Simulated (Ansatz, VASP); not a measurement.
## One calculation of Be2C, two programs

Contents of INCAR:

```
ALGO = Normal
EDIFF = 1E-6
ENCUT = 600
GGA = PS
GGA_COMPAT = F
ISIF = 2
ISMEAR = 0
LASPH = T
LCHARG = F
LREAL = F
LWAVE = F
NBANDS = 11
NELM = 120
PREC = Accurate
SIGMA = 0.01
```

The input KPOINTS:

```
k-points
0
Gamma
  10 10 10
```

The input POSCAR:

```
Be2C
1.0
    2.1622986810      2.1622986810      0.0000000000
   -2.1622986810      2.1622986810      0.0000000000
    0.0000000000      2.1622986810      2.1622986810
Be C
2 1
Direct
    0.2500000000      0.7500000000      0.5000000000
    0.7500000000      0.2500000000      0.5000000000
    0.0000000000      0.0000000000      0.0000000000
```

Input for Ansatz:

```yaml
crystal:
  lattice:
    - [2.16229868105, 2.16229868105, 0.0]
    - [-2.16229868105, 2.16229868105, 0.0]
    - [0.0, 2.16229868105, 2.16229868105]
  atoms:
    - { symbol: Be, position: [0.25, 0.75, 0.5] }
    - { symbol: Be, position: [0.75, 0.25, 0.5] }
    - { symbol: C, position: [0.0, 0.0, 0.0] }
kpoints:
  mp_grid: { grid: [10, 10, 10] }
scf:
  occupations: { method: fixed }
  convergence: { dr2_threshold: 1.0e-10 }
hamiltonian:
  xc: pbesol
  pseudopotentials: { kind: all_electron, lapw: { basis_error: 0.0005 } }
output:
  forces: true
  stress: true
  eigenstates:
    kpoints:
      - [0.0, 0.0, 0.0]
      - [-0.5, 0.5, 0.0]
      - [-0.5, -0.5, -0.5]
      - [0.0, 0.0, -0.5]
      - [0.0, -0.5, -0.5]
      - [0.0, 0.5, 0.0]
      - [-0.5, 0.0, 0.0]
      - [-0.5, 0.0, -0.5]
  eigenvalues: true
```

Alike in both runs: task single point; functional PBEsol; k mesh 10 × 10 × 10; no spin polarisation.

|  | VASP | Ansatz |
| --- | --- | --- |
| version | VASP 6.6.1 | Ansatz 0.2.0 |
| potentials or method | VASP PAW PBE potentials, release 64 (Be, C), cutoff 600 eV | all-electron LAPW, scalar-relativistic |
| occupations | gaussian, width 0.01 eV | fixed |

```csv
,VASP,Ansatz,Ansatz less VASP
gap on the k mesh at the Fermi level (eV),1.06,1.07,+0.011
pressure (GPa),-1.4,-2.1,-0.73
```

VASP's potentials were made for PBE, not for PBEsol. Ansatz ran all-electron here, and VASP with PAW potentials.
